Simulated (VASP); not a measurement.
Ag4Sn:

```
Ag Sn
1.0
     4.99418    0.00000    0.00000
     0.00000    4.99418    0.00000
     0.00000    0.00000    4.99418
Ag Sn
4 1
Direct
  0.50000 0.00000 0.00000
  0.00000 0.50000 0.00000
  0.00000 0.00000 0.50000
  0.50000 0.50000 0.50000
  0.00000 0.00000 0.00000
```

The cell was generated, and may not be a known phase.

| Item | Value |
| --- | --- |
| Program | VASP 6.6.1 |
| Task | relaxation of cell and atoms |
| Functional | PBE |
| Potentials or basis | VASP PAW PBE potentials, release 64 (Ag, Sn_d) |
| Cutoff | 600 eV |
| k mesh | 4 × 4 × 4 |
| Occupations | gaussian, width 0.1 eV |
| Spin | no spin polarisation |

At the start: pressure 5.9 GPa; volume 24.91 Å³/atom.

Q: How do energy, volume and symmetry change on relaxing?

A: Over 3 steps the energy falls by 50.9 meV/atom and the volume is 28.00 Å³/atom (+12.4 %); space group Pm-3m (No. 221, to 0.1 Å) before and after.

The path:
```
step  energy change (eV)  largest force (eV/Å)  pressure (GPa)  volume (Å³)
   1              0.0000                0.0000            5.87       124.56
   2             -0.2521                0.0000           -0.45       141.76
   3             -0.2545                0.0000            0.01       139.98
```

Final structure:
```
CELL_PARAMETERS angstrom
5.19229 0.00000 0.00000
0.00000 5.19229 0.00000
0.00000 0.00000 5.19229
ATOMIC_POSITIONS crystal
Ag 0.50000 0.00000 0.00000
Ag 0.00000 0.50000 0.00000
Ag 0.00000 0.00000 0.50000
Ag 0.50000 0.50000 0.50000
Sn 0.00000 0.00000 0.00000
```
